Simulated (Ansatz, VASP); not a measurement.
**One calculation of Os2Pt, two programs**

```
Os Pt
1.0
     0.00000    2.97161    2.97161
     2.97161    0.00000    2.97161
     2.97161    2.97161    0.00000
Os Pt
2 1
Direct
  0.25000 0.25000 0.25000
  0.75000 0.75000 0.75000
  0.00000 0.00000 0.00000
```

Change from the starting cell: species swapped into the CeO2 type (Fm-3m, No. 225).

Alike in both runs: functional PBE; k mesh 14 × 14 × 14; occupations gaussian, width 0.1 eV; no spin polarisation.

Ansatz relaxed the structure, and its values are those at the end. VASP's run is a single point on that final structure, the one shown.

```csv
,VASP,Ansatz
version,VASP 6.6.1,Ansatz 0.2.0
potentials or method,"VASP PAW PBE potentials, release 64 (Os, Pt), cutoff 520 eV","scalar-relativistic, plane waves, PAW"
valence electrons in the cell,26,50
```

Ansatz gave:

```
gap on the k mesh at the Fermi level (eV) : none
pressure (GPa)                            : 0.0
```

**Question.** What did VASP give for the same quantities?

**Answer.** gap on the k mesh at the Fermi level (eV): none; pressure (GPa): -0.7.

A gap of «none» marks a metal or a gap that the smearing closes. VASP's potentials hold 26 valence electrons a cell and Ansatz's 50, so a difference there can come from the potentials and not from the codes.

Neither program's run includes spin-orbit coupling.
